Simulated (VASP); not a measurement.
# CaSe (I4mm) in VASP: notebook, part 2 of 2

VASP 6.6.1. The steps go on from the part before.

## (3) Single point, PBEsol (shortest bond scaled by 0.76)

Contents of INCAR:

```
ALGO = Normal
EDIFF = 1E-6
ENCUT = 520
GGA = PS
ISIF = 2
ISMEAR = -1
LASPH = True
LCHARG = False
LREAL = False
LWAVE = False
NBANDS = 15
NELM = 100
PREC = Accurate
SIGMA = 0.03
```

Contents of KPOINTS:

```
k-points
0
Gamma
  7 7 7
```

Contents of POSCAR:

```
CaSe
1.0
    0.0000000000      2.9702381052      2.9702381052
    2.9702381052      0.0000000000      2.9702381052
    2.9702381052      2.9702381052      0.0000000000
Ca Se
1 1
Direct
   -0.0600000000     -0.0600000000      0.0600000000
    0.5600000000      0.5600000000      0.4400000000
```

Potentials or basis: VASP PAW PBE potentials, release 64 (Ca_sv, Se).

Launch:

```console
> cat potpaw_PBE.64/Ca_sv/POTCAR potpaw_PBE.64/Se/POTCAR > POTCAR
> mpirun -np 1 vasp_std > vasp.out
```

OUTCAR:

```text
EDIFF = 1E-6
   ENCUT = 520
   GGA = PS
   ISIF = 2
   ISMEAR = -1
   LASPH = True
   LREAL = False
   NELM = 100
   PREC = Accurate

 ion  position               nearest neighbor table
   1  0.940  0.940  0.060-   2 2.26
   2  0.560  0.560  0.440-   1 2.26

  LATTYP: Found a face centered cubic cell.
 ALAT       =     5.9404762104

  Lattice vectors:

 A1 = (   0.0000000000,   2.9702381052,   2.9702381052)
 A2 = (   2.9702381052,   0.0000000000,   2.9702381052)
 A3 = (   2.9702381052,   2.9702381052,   0.0000000000)

Analysis of symmetry for initial positions (statically):
=====================================================================
 Subroutine PRICEL returns:
 Original cell was already a primitive cell.

 Routine SETGRP: Setting up the symmetry group for a
 face centered cubic supercell.

 Subroutine GETGRP returns: Found  8 space group operations
 (whereof  8 operations were pure point group operations)
 out of a pool of 48 trial point group operations.

The static configuration has the point symmetry C_4v.

Analysis of symmetry for dynamics (positions and initial velocities):
=====================================================================
 Subroutine PRICEL returns:
 Original cell was already a primitive cell.

 Routine SETGRP: Setting up the symmetry group for a
 face centered cubic supercell.

 Subroutine GETGRP returns: Found  8 space group operations
 (whereof  8 operations were pure point group operations)
 out of a pool of 48 trial point group operations.

The dynamic configuration has the point symmetry C_4v.

 Subroutine INISYM returns: Found  8 space group operations
 (whereof  8 operations are pure point group operations),
 and found     1 'primitive' translations

----------------------------------------------------------------------------------------

                                     Primitive cell

  volume of cell :      52.4087

  direct lattice vectors                    reciprocal lattice vectors
     0.000000000  2.970238105  2.970238105    -0.168336673  0.168336673  0.168336673
     2.970238105  0.000000000  2.970238105     0.168336673 -0.168336673  0.168336673
     2.970238105  2.970238105  0.000000000     0.168336673  0.168336673 -0.168336673

  length of vectors
     4.200551012  4.200551012  4.200551012     0.291567670  0.291567670  0.291567670

  position of ions in fractional coordinates (direct lattice)
     0.940000000  0.940000000  0.060000000
     0.560000000  0.560000000  0.440000000

  ion indices of the primitive-cell ions
   primitive index   ion index
                 1           1
                 2           2

----------------------------------------------------------------------------------------

 KPOINTS: k-points

Automatic generation of k-mesh.
 Grid dimensions read from file:
 generate k-points for:    7    7    7

 Generating k-lattice:

  Cartesian coordinates                     Fractional coordinates (reciprocal lattice)
    -0.024048096  0.024048096  0.024048096     0.142857143  0.000000000  0.000000000
     0.024048096 -0.024048096  0.024048096     0.000000000  0.142857143  0.000000000
     0.024048096  0.024048096 -0.024048096     0.000000000  0.000000000  0.142857143

  Length of vectors
     0.041652524  0.041652524  0.041652524

  Shift w.r.t. Gamma in fractional coordinates (k-lattice)
     0.000000000  0.000000000  0.000000000

 Subroutine IBZKPT returns following result:
 ===========================================

 Found     40 irreducible k-points:

 Following reciprocal coordinates:
            Coordinates               Weight
  0.000000  0.000000  0.000000      1.000000
  0.142857  0.000000  0.000000      8.000000
  0.285714  0.000000  0.000000      8.000000
  0.428571  0.000000  0.000000      8.000000
  0.142857  0.142857  0.000000      2.000000
  0.000000  0.142857  0.142857      4.000000
[... 16 lines left out ...]
 -0.285714  0.285714  0.000000      4.000000
  0.000000 -0.285714  0.285714      8.000000
 [... further k-points ...]
   k-points           NKPTS =     40   k-points in BZ     NKDIM =     40   number of bands    NBANDS=     15
   number of dos      NEDOS =    301   number of ions     NIONS =      2
   total plane-waves  NPLWV =  32768
   dimension x,y,z NGX =    32 NGY =   32 NGZ =   32
   dimension x,y,z NGXF=    64 NGYF=   64 NGZF=   64
   ions per type =               1   1
   NGX,Y,Z   is equivalent  to a cutoff of  12.66, 12.66, 12.66 a.u.
   NGXF,Y,Z  is equivalent  to a cutoff of  25.33, 25.33, 25.33 a.u.
 SYSTEM =  unknown system
   PREC   = accura    normal or accurate (medium, high low for compatibility)
   ISTART =      0    job   : 0-new  1-cont  2-samecut
   ICHARG =      2    charge: 1-file 2-atom 10-const
   ISPIN  =      1    spin polarized calculation?
   LNONCOLLINEAR =      F non collinear calculations
   LSORBIT =      F    spin-orbit coupling
   LASPH  =      T    aspherical Exc in radial PAW
   ENCUT  =  520.0 eV  38.22 Ry    6.18 a.u.   7.81  7.81  7.81*2*pi/ulx,y,z
   NELM   =    100;   NELMIN=  2; NELMDL= -5     # of ELM steps
   EDIFF  = 0.1E-05   stopping-criterion for ELM
   LREAL  =      F    real-space projection
   EDIFFG = 0.1E-04   stopping-criterion for IOM
   NSW    =      0    number of steps for IOM
   IBRION =     -1    ionic relax: 0-MD 1-quasi-New 2-CG
   NFREE  =      0    steps in history (QN), initial steepest desc. (CG)
   ISIF   =      2    stress and relaxation
   ISYM   =      2    0-nonsym 1-usesym 2-fastsym
   POTIM  = 0.5000    time-step for ionic-motion
   TEBEG  =    0.0;   TEEND  =   0.0 temperature during run
   PSTRESS=    0.0 pullay stress
   NELECT =      16.0000    total number of electrons
   NUPDOWN=      -1.0000    fix difference up-down
   EMIN   =  10.00;   EMAX   =-10.00  energy-range for DOS
   EFERMI =   0.00;   METHOD = LEGACY
   ISMEAR =    -1;   SIGMA  =   0.03  broadening in eV -4-tet -1-fermi 0-gaus
   EFERMI_NEDOS =   21; number of points for ismear=-14 and -15
   IALGO  =     38    algorithm
   IMIX   =      4    mixing-type and parameters
     AMIX     =   0.40;   BMIX     =  1.00
     AMIX_MAG =   1.60;   BMIX_MAG =  1.00
  volume/ion in A,a.u.               =      26.20       176.84
  Fermi-wavevector in a.u.,A,eV,Ry     =   1.102335  2.083111 16.533014  1.215142
  Thomas-Fermi vector in A             =   2.238776
   LORBIT       =      0    0 simple, 1 ext, 2 COOP (PROOUT), +10 PAW based schemes
   GGA     = PS    functional components
   LHFCALC =     F    Hartree Fock is set to
   AEXX    =    0.0000 exact exchange contribution
   IVDW    =     0    specifies the selected vdW correction
   LEPSILON=     F    determine dielectric tensor
   LRPA    =     F    only Hartree local field effects (RPA)
 non-spin polarized calculation
  energy-cutoff  :      520.00
  volume of cell :       52.41
 maximum number of plane-waves:      1420
   NGX = 15   NGY = 15   NGZ = 15

 number of electron      15.9999998 magnetization

 Free energy of the ion-electron system (eV)
  ---------------------------------------------------
  ext. energy  EPLUGINS =         0.00000000
  ---------------------------------------------------
  free energy    TOTEN  =        -8.63971334 eV

  energy without entropy =       -8.63971334  energy(sigma->0) =       -8.63971334

 E-fermi :   2.4515     XC(G=0):  -9.1657

 val. band max:        1.7447343905   @ k =   0.0000   0.1429   0.1429
 cond. band min:       4.3529791506   @ k =   0.4286   0.4286   0.0000
 fundamental gap:      2.6082447601
 Fermi energy:         2.4514849285

 k-point     1 :       0.0000    0.0000    0.0000
  band No.  band energies     occupation
      1     -37.0354      2.00000
      2     -18.4374      2.00000
      3     -18.1081      2.00000
      4     -18.1081      2.00000
      5      -9.5263      2.00000
      6       1.4975      2.00000
      7       1.4975      2.00000
      8       1.6205      2.00000
      9       5.1560      0.00000
     10       6.2506      0.00000
     11       6.7685      0.00000
     12       7.0523      0.00000
     13       7.0523      0.00000
     14       8.4220      0.00000
[... 401 lines left out ...]
      2     -18.5178      2.00000
      3     -18.1594      2.00000
      4     -18.1491      2.00000
      5      -8.8824      2.00000
      6      -0.3694      2.00000
      7       0.2698      2.00000
      8       1.1287      2.00000
      9       6.6096      0.00000
     10       7.0370      0.00000
     11       7.6241      0.00000
     12       8.0072      0.00000
     13       8.2942      0.00000
     14       9.7918      0.00000
     15      10.9949      0.00000

 [... further k-points ...]

------------------------ aborting loop because EDIFF is reached ----------------------------------------

  FORCE on cell =-STRESS in cart. coord.  units (eV):
  Direction    XX          YY          ZZ          XY          YZ          ZX
  --------------------------------------------------------------------------------------
  -------------------------------------------------------------------------------------
  Total       -0.9409274     -0.9409274     12.2900232      0.0000000     -0.0000000      0.0000000
  in kB      -28.7649037    -28.7649037    375.7158297      0.0000000     -0.0000000      0.0000000
  external PRESSURE =     106.0620074 kB  Pullay stress =       0.0000000 kB

 VOLUME and BASIS-vectors are now :
 -----------------------------------------------------------------------------
  energy-cutoff  :      520.00
  volume of cell :       52.41
      direct lattice vectors                 reciprocal lattice vectors
     0.000000000  2.970238105  2.970238105    -0.168336673  0.168336673  0.168336673
     2.970238105  0.000000000  2.970238105     0.168336673 -0.168336673  0.168336673
     2.970238105  2.970238105  0.000000000     0.168336673  0.168336673 -0.168336673

 POSITION                                       TOTAL-FORCE (eV/Angst)
 -----------------------------------------------------------------------------------
      2.97024      2.97024      5.58405         0.000000      0.000000      6.244670
      2.97024      2.97024      3.32667         0.000000      0.000000     -6.244670
 -----------------------------------------------------------------------------------
    total drift:                               -0.000000     -0.000000     -0.000337

  FREE ENERGIE OF THE ION-ELECTRON SYSTEM (eV)
  ---------------------------------------------------
  free  energy   TOTEN  =        -8.6397133355 eV

  energy  without entropy=       -8.6397133355  energy(sigma->0) =       -8.63971334
```

Wall time 12 s (1 thread of Intel Xeon 6975P-C (Granite Rapids), shared host); peak memory 0.19 GiB.

What came out:

```
Free energy            : -8.6397 eV
Pressure               : 10.6 GPa
Largest force          : 6.245 eV/Å
Band gap on the k mesh : 2.61 eV, indirect (least direct gap 3.12 eV)
```

Forces on the atoms (eV/Å):
```
Ca   0.000  0.000  6.245
Se   0.000  0.000 -6.245
```

Caveat: the cell differs from its parent crystal (shortest bond scaled by 0.76); the PAW data sets were made with another functional, which shifts forces and pressure a little. A k mesh can miss the band edges.

## (4) Single point, PBEsol (shortest bond scaled by 0.64)

Contents of INCAR:

```
SYSTEM = CaSe
  PREC = Accurate
  ENCUT = 520
  EDIFF = 1E-6
  ISMEAR = -1
  SIGMA = 0.03
  LREAL = .FALSE.
  LASPH = .TRUE.
  NELM = 80
  ALGO = Normal
  ISIF = 2
  LWAVE = .FALSE.
  LCHARG = .FALSE.
  GGA = PS
  NBANDS = 15
```

Contents of KPOINTS:

```
Automatic mesh
0
G
  7 7 7
  0 0 0
```

Contents of POSCAR:

```
CaSe
1.0
    0.0000000000      2.9702381052      2.9702381052
    2.9702381052      0.0000000000      2.9702381052
    2.9702381052      2.9702381052      0.0000000000
Ca Se
1 1
Direct
   -0.0900000000     -0.0900000000      0.0900000000
    0.5900000000      0.5900000000      0.4100000000
```

Launch:

```console
> cat potpaw_PBE.64/Ca_sv/POTCAR potpaw_PBE.64/Se/POTCAR > POTCAR
> mpirun -np 1 vasp_std > vasp.out
```

It took 11 s on 1 thread of Intel Xeon 6975P-C (Granite Rapids), shared host; peak memory 0.18 GiB.

It converged, with:

```
Free energy            : -4.2453 eV
Pressure               : 36.4 GPa
Largest force          : 20.987 eV/Å
Band gap on the k mesh : 2.22 eV, indirect (least direct gap 2.62 eV)
```

Forces in eV/Å, atoms in the order of the input:
```
Ca    0.000   0.000  20.987
Se    0.000   0.000 -20.987
```

Stress tensor (GPa, compression positive):
```
 -3.74   0.00   0.00
  0.00  -3.74   0.00
  0.00   0.00 116.73
```

Levels at points of the mesh, in eV from the valence-band top:
| k point | band 6 | band 7 | band 8 | band 9 | band 10 | band 11 |
| --- | --- | --- | --- | --- | --- | --- |
| (0.00, 0.00, 0.00) | -1.50 | -1.50 | -0.24 | 2.80 | 4.39 | 4.80 |

Caveat: the cell differs from its parent crystal (shortest bond scaled by 0.64); the PAW data sets were made with another functional, which shifts forces and pressure a little.
